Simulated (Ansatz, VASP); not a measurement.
## Re in VASP and in Ansatz

INCAR

```
ALGO = Fast
EDIFF = 1E-7
ENCUT = 520
GGA = PE
ISIF = 2
ISMEAR = -1
LASPH = T
LCHARG = F
LREAL = F
LWAVE = F
NBANDS = 14
NELM = 100
PREC = Accurate
SIGMA = 0.05
```

The input KPOINTS:

```
k-points
0
Gamma
  11 11 6
```

File POSCAR:

```
Re
1.0
    0.0000000000     -1.9750000000     -1.9750000000
   -1.9750000000      0.0000000000     -1.9750000000
    1.9750000000      1.9750000000     -3.9500000000
Re
2
Direct
    0.4939289300      0.4511210500      0.5243728600
    0.0060710700      0.0488789500      0.9756271400
```

The input input.yaml:

```yaml
crystal:
  lattice:
    - [0.0, -1.975, -1.975]
    - [-1.975, 0.0, -1.975]
    - [1.975, 1.975, -3.95]
  atoms:
    - { symbol: Re, position: [0.49392893, 0.45112105, 0.52437286] }
    - { symbol: Re, position: [0.00607107, 0.04887895, 0.97562714] }
kpoints:
  mp_grid: { grid: [11, 11, 6] }
scf:
  occupations: { method: fermi_dirac, width: 0.05 }
hamiltonian:
  xc: pbe
  pseudopotentials: { kind: all_electron, lapw: { basis_error: 0.001 } }
output:
  forces: true
  stress: true
  eigenvalues: true
  populations: true
```

Alike in both runs: task single point; functional PBE; k mesh 11 × 11 × 6; occupations fermi-dirac, width 0.05 eV; no spin polarisation.

|  | VASP | Ansatz |
| --- | --- | --- |
| version | VASP 6.6.1 | Ansatz 0.2.0 |
| potentials or method | VASP PAW PBE potentials, release 64 (Re), cutoff 520 eV | all-electron LAPW, scalar-relativistic |

```csv
,VASP,Ansatz,Ansatz less VASP
gap on the k mesh at the Fermi level (eV),none,none,-
pressure (GPa),-1.1,-0.2,+0.81
"traceless stress, the component that is largest in VASP (GPa)",7.16,7.54,+0.379
rms of the force components (eV/Å),1.246,1.314,+0.0681
```

Atom by atom the forces differ by 0.069 eV/Å (rms over components). A gap of «none» marks a metal or a gap that the smearing closes. Ansatz ran all-electron here, and VASP with PAW potentials.

Spin-orbit coupling is off throughout.
